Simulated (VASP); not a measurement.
# TiO (P4mm) in VASP: further runs

Runs on TiO. Level: PBEsol. Tasks: single point.

Program: VASP 6.6.1. These are calculated values, not measurements. Logs are shortened: lines on timing, memory, paths and dates and some standing lists are left out, and cuts for length are marked.

## Step 1: The cell of the first run

Symmetry: P4mm, No. 99, tetragonal system. The conventional cell has a = 4.034 Å, b = 4.034 Å, c = 4.034 Å, α = 90.00°, β = 90.00°, γ = 90.00°. Within 2.5 Å of Ti (site symmetry 2mm) lie 4 O at 1.92 to 2.12 Å. Ti (site symmetry 4mm) has 4 O at 2.02 Å within 2.7 Å. Within 2.5 Å of O (site symmetry 2mm) lie 4 Ti at 1.92 to 2.12 Å. Within 2.7 Å of O (site symmetry 4mm) lie 4 Ti at 2.02 Å.

## Step 2: Single point, PBEsol

File INCAR:

```
SYSTEM = TiO
PREC = Accurate
ENCUT = 520
EDIFF = 1E-6
ISMEAR = 0
SIGMA = 0.15
LREAL = .FALSE.
LASPH = .TRUE.
NELM = 100
ALGO = Normal
ISIF = 2
LWAVE = .FALSE.
LCHARG = .FALSE.
GGA = PS
NBANDS = 36
```

File KPOINTS:

```
regular mesh
0
G
  12 12 12
  0 0 0
```

File POSCAR:

```
TiO
1.0
    4.0335084229      0.0000000000      0.0000000000
    0.0000000000      4.0335084229      0.0000000000
    0.0000000000      0.0000000000      4.0335084229
Ti O
3 3
Direct
    0.5000000000      0.5000000000      0.0000000000
    0.0000000000      0.5000000000      0.5000000000
    0.5000000000      0.0000000000      0.5000000000
    0.0247923122      0.5000000000      0.0000000000
    0.5247923122      0.0000000000      0.0000000000
    0.0247923122      0.0000000000      0.5000000000
```

Potentials or basis: VASP PAW PBE potentials, release 64 (Ti_sv, O).

On the command line:

```bash
$ cat potpaw_PBE.64/Ti_sv/POTCAR potpaw_PBE.64/O/POTCAR > POTCAR
$ mpirun -np 1 vasp_std > vasp.out
```

OUTCAR:

```text
SYSTEM = TiO
   PREC = Accurate
   ENCUT = 520
   EDIFF = 1E-6
   ISMEAR = 0
   LREAL = .FALSE.
   LASPH = .TRUE.
   NELM = 100
   ISIF = 2
   GGA = PS

 ion  position               nearest neighbor table
   1  0.500  0.500  0.000-   4 1.92   5 2.02   5 2.02   4 2.12   3 2.85   2 2.85   3 2.85   3 2.85
                             2 2.85   3 2.85   2 2.85   2 2.85
   2  0.000  0.500  0.500-   4 2.02   6 2.02   4 2.02   6 2.02   1 2.85   1 2.85   3 2.85   3 2.85
                             1 2.85   3 2.85   1 2.85   3 2.85
   3  0.500  0.000  0.500-   6 1.92   5 2.02   5 2.02   6 2.12   2 2.85   1 2.85   1 2.85   1 2.85
                             2 2.85   1 2.85   2 2.85   2 2.85
   4  0.025  0.500  0.000-   1 1.92   2 2.02   2 2.02   1 2.12
   5  0.525  0.000  0.000-   1 2.02   3 2.02   3 2.02   1 2.02
   6  0.025  0.000  0.500-   3 1.92   2 2.02   2 2.02   3 2.12

  LATTYP: Found a simple cubic cell.
 ALAT       =     4.0335084229

  Lattice vectors:

 A1 = (   4.0335084229,   0.0000000000,   0.0000000000)
 A2 = (   0.0000000000,   4.0335084229,   0.0000000000)
 A3 = (   0.0000000000,   0.0000000000,   4.0335084229)

Analysis of symmetry for initial positions (statically):
=====================================================================
 Subroutine PRICEL returns:
 Original cell was already a primitive cell.

 Routine SETGRP: Setting up the symmetry group for a
 simple cubic supercell.

 Subroutine GETGRP returns: Found  8 space group operations
 (whereof  8 operations were pure point group operations)
 out of a pool of 48 trial point group operations.

The static configuration has the point symmetry C_4v.

Analysis of symmetry for dynamics (positions and initial velocities):
=====================================================================
 Subroutine PRICEL returns:
 Original cell was already a primitive cell.

 Routine SETGRP: Setting up the symmetry group for a
 simple cubic supercell.

 Subroutine GETGRP returns: Found  8 space group operations
 (whereof  8 operations were pure point group operations)
 out of a pool of 48 trial point group operations.

The dynamic configuration has the point symmetry C_4v.

 Subroutine INISYM returns: Found  8 space group operations
 (whereof  8 operations are pure point group operations),
 and found     1 'primitive' translations

----------------------------------------------------------------------------------------
[... 98 lines left out ...]
   LASPH  =      T    aspherical Exc in radial PAW
   ENCUT  =  520.0 eV  38.22 Ry    6.18 a.u.   7.50  7.50  7.50*2*pi/ulx,y,z
   NELM   =    100;   NELMIN=  2; NELMDL= -5     # of ELM steps
   EDIFF  = 0.1E-05   stopping-criterion for ELM
   LREAL  =      F    real-space projection
   EDIFFG = 0.1E-04   stopping-criterion for IOM
   NSW    =      0    number of steps for IOM
   IBRION =     -1    ionic relax: 0-MD 1-quasi-New 2-CG
   NFREE  =      0    steps in history (QN), initial steepest desc. (CG)
   ISIF   =      2    stress and relaxation
   ISYM   =      2    0-nonsym 1-usesym 2-fastsym
   POTIM  = 0.5000    time-step for ionic-motion
   TEBEG  =    0.0;   TEEND  =   0.0 temperature during run
   PSTRESS=    0.0 pullay stress
   NELECT =      54.0000    total number of electrons
   NUPDOWN=      -1.0000    fix difference up-down
   EMIN   =  10.00;   EMAX   =-10.00  energy-range for DOS
   EFERMI =   0.00;   METHOD = LEGACY
   ISMEAR =     0;   SIGMA  =   0.15  broadening in eV -4-tet -1-fermi 0-gaus
   EFERMI_NEDOS =   21; number of points for ismear=-14 and -15
   IALGO  =     38    algorithm
   IMIX   =      4    mixing-type and parameters
     AMIX     =   0.40;   BMIX     =  1.00
     AMIX_MAG =   1.60;   BMIX_MAG =  1.00
  volume/ion in A,a.u.               =      10.94        73.81
  Fermi-wavevector in a.u.,A,eV,Ry     =   1.534110  2.899047 32.021215  2.353493
  Thomas-Fermi vector in A             =   2.641083
   LORBIT       =      0    0 simple, 1 ext, 2 COOP (PROOUT), +10 PAW based schemes
   GGA     = PS    functional components
   LHFCALC =     F    Hartree Fock is set to
   AEXX    =    0.0000 exact exchange contribution
   IVDW    =     0    specifies the selected vdW correction
   LEPSILON=     F    determine dielectric tensor
   LRPA    =     F    only Hartree local field effects (RPA)
 non-spin polarized calculation
 Gauss-broadening in eV      SIGMA  =   0.15
  energy-cutoff  :      520.00
  volume of cell :       65.62
 maximum number of plane-waves:      1791
 NGX is ok and might be reduce to    30
   NGX = 15   NGY = 15   NGZ = 15

 number of electron      53.9999982 magnetization

 Free energy of the ion-electron system (eV)
  ---------------------------------------------------
  ext. energy  EPLUGINS =         0.00000000
  ---------------------------------------------------
  free energy    TOTEN  =       -55.89191444 eV

  energy without entropy =      -55.83170379  energy(sigma->0) =      -55.86180911

 E-fermi :   8.3819     XC(G=0): -12.2521

 val. band max:        8.3815776761   @ k =   0.3333   0.1667   0.4167
 cond. band min:       8.3822248163   @ k =   0.2500   0.4167   0.2500
 fundamental gap:      0.0006471402
 Fermi energy:         8.3818591408

 k-point     1 :       0.0000    0.0000    0.0000
  band No.  band energies     occupation
      1     -48.5398      2.00000
      2     -48.3778      2.00000
      3     -48.3646      2.00000
      4     -25.1913      2.00000
      5     -25.1720      2.00000
      6     -25.1720      2.00000
[... 925 lines left out ...]
     35      11.1838      0.00000
     36      11.5703      0.00000

 [... further k-points ...]
[... 5 lines left out ...]
  --------------------------------------------------------------------------------------
  -------------------------------------------------------------------------------------
  Total        1.1905387      0.4447058      0.4447058      0.0000000      0.0000000      0.0000000
  in kB       29.0673340     10.8576161     10.8576161      0.0000000      0.0000000      0.0000000
  external PRESSURE =      16.9275221 kB  Pullay stress =       0.0000000 kB

 VOLUME and BASIS-vectors are now :
 -----------------------------------------------------------------------------
  energy-cutoff  :      520.00
  volume of cell :       65.62
      direct lattice vectors                 reciprocal lattice vectors
     4.033508423  0.000000000  0.000000000     0.247923122  0.000000000  0.000000000
     0.000000000  4.033508423  0.000000000     0.000000000  0.247923122  0.000000000
     0.000000000  0.000000000  4.033508423     0.000000000  0.000000000  0.247923122

 POSITION                                       TOTAL-FORCE (eV/Angst)
 -----------------------------------------------------------------------------------
      2.01675      2.01675      0.00000         1.061942     -0.000000      0.000000
      0.00000      2.01675      2.01675         0.510947     -0.000000      0.000000
      2.01675      0.00000      2.01675         1.061942     -0.000000      0.000000
      0.10000      2.01675      0.00000        -1.207164      0.000000     -0.000000
      2.11675      0.00000      0.00000        -0.220503     -0.000000      0.000000
      0.10000      0.00000      2.01675        -1.207164      0.000000     -0.000000
 -----------------------------------------------------------------------------------
    total drift:                                0.000113      0.000000      0.000004

  FREE ENERGIE OF THE ION-ELECTRON SYSTEM (eV)
  ---------------------------------------------------
  free  energy   TOTEN  =       -55.8919144419 eV

  energy  without entropy=      -55.8317037876  energy(sigma->0) =      -55.86180911
```

stdout:

```text
POSCAR found type information on POSCAR TiO
 POSCAR found :  2 types and       6 ions
 scaLAPACK will be used
 -----------------------------------------------------------------------------
|                                                                             |
|                                                                             |
|     You enforced a specific xc type in the INCAR file but a different       |
|     I HOPE YOU KNOW WHAT YOU ARE DOING!                                     |
|                                                                             |
 -----------------------------------------------------------------------------

 LDA part: xc-table for (Slater+PW92), standard interpolation
 POSCAR, INCAR and KPOINTS ok, starting setup
 FFT: planning ... GRIDC
 FFT: planning ... GRID_SOFT
 FFT: planning ... GRID
 WAVECAR not read
 entering main loop
```

It took 9.9 min on 1 thread of Oxide Virtual Turin-like, shared host; peak memory 0.4 GiB.

What came out:

```
Free energy            : -55.8919 eV
Pressure               : 1.7 GPa
Largest force          : 1.207 eV/Å
Band gap on the k mesh : zero (band 27 reaches 8.81 eV, above the bottom of band 28 at 6.94 eV)
```

Forces on the atoms (eV/Å):
```
Ti   1.062  0.000  0.000
Ti   0.511  0.000  0.000
Ti   1.062  0.000  0.000
O   -1.207  0.000  0.000
O   -0.221  0.000  0.000
O   -1.207  0.000  0.000
```

Stress tensor (GPa, compression positive):
```
2.91 0.00 0.00
0.00 1.09 0.00
0.00 0.00 1.09
```

Caveat: the cell differs from its parent crystal (all O atoms moved -0.100 Å, as atom 4 towards its neighbour atom 1 (Ti) at 2.017 Å); the PAW data sets were made with another functional, which shifts forces and pressure a little; semilocal functionals often make such compounds metallic where correlation or magnetic order opens a gap, which also shifts bond lengths.

## Step 3: Single point, PBEsol

File INCAR:

```
SYSTEM = TiO
ALGO = Normal
EDIFF = 1E-6
ENCUT = 520
GGA = PS
ISIF = 2
ISMEAR = 0
LASPH = .TRUE.
LCHARG = .FALSE.
LREAL = .FALSE.
LWAVE = .FALSE.
NBANDS = 36
NELM = 60
PREC = Accurate
SIGMA = 0.15
```

File KPOINTS:

```
k-points
0
G
  12 12 12
  0 0 0
```

POSCAR, as its differences from that of step 2:

```diff
@@ -11,4 +11,4 @@
     0.5000000000      0.0000000000      0.5000000000
-    0.0247923122      0.5000000000      0.0000000000
-    0.5247923122      0.0000000000      0.0000000000
-    0.0247923122      0.0000000000      0.5000000000
+   -0.0185942341      0.5000000000      0.0000000000
+    0.4814057659      0.0000000000      0.0000000000
+   -0.0185942341      0.0000000000      0.5000000000
```

Potentials or basis: VASP PAW PBE potentials, release 64 (Ti_sv, O).

On the command line:

```bash
$ cat potpaw_PBE.64/Ti_sv/POTCAR potpaw_PBE.64/O/POTCAR > POTCAR
$ mpirun -np 1 vasp_std > vasp.out
```

Wall time 12 min (1 thread of Oxide Virtual Turin-like, shared host); peak memory 0.4 GiB.

It converged, with:

| Item | Value |
| --- | --- |
| Free energy | -55.9491 eV |
| Pressure | 1.2 GPa |
| Largest force | 0.891 eV/Å |
| Band gap on the k mesh | zero (band 27 reaches 8.79 eV, above the bottom of band 28 at 6.87 eV) |

Forces in eV/Å, atoms in the order of the input:
```
Ti  -0.777  0.000  0.000
Ti  -0.393  0.000  0.000
Ti  -0.777  0.000  0.000
O    0.891  0.000  0.000
O    0.165  0.000  0.000
O    0.891  0.000  0.000
```

Stress tensor (GPa, compression positive):
```
1.85 0.00 0.00
0.00 0.83 0.00
0.00 0.00 0.83
```

Levels at points of the mesh, in eV from the Fermi level:
```
           k point  band 24  band 25  band 26  band 27  band 28  band 29  band 30  band 31
(0.00, 0.00, 0.00)    -3.10    -3.08    -1.59    -1.51    -1.51     1.36     1.42     1.42
(0.50, 0.00, 0.00)    -3.75    -2.68    -1.17     0.42     0.42     0.74     1.37     1.67
(0.00, 0.50, 0.00)    -3.72    -2.68    -1.13     0.40     0.42     0.78     1.37     1.59
(0.50, 0.50, 0.00)    -2.58    -1.34    -0.78    -0.02     0.00     1.91     1.93     2.11
(0.00, 0.50, 0.50)    -2.61    -1.34    -0.78     0.00     0.00     1.95     1.95     1.95
(0.50, 0.50, 0.50)    -3.00    -0.68    -0.68    -0.66     0.60     2.75     2.75     2.77
```

Caveat: the cell differs from its parent crystal (all O atoms moved +0.075 Å, as atom 4 towards its neighbour atom 1 (Ti) at 2.017 Å); the PAW data sets were made with another functional, which shifts forces and pressure a little; semilocal functionals often make such compounds metallic where correlation or magnetic order opens a gap, which also shifts bond lengths.

(Part 1 of 2 ends here.)
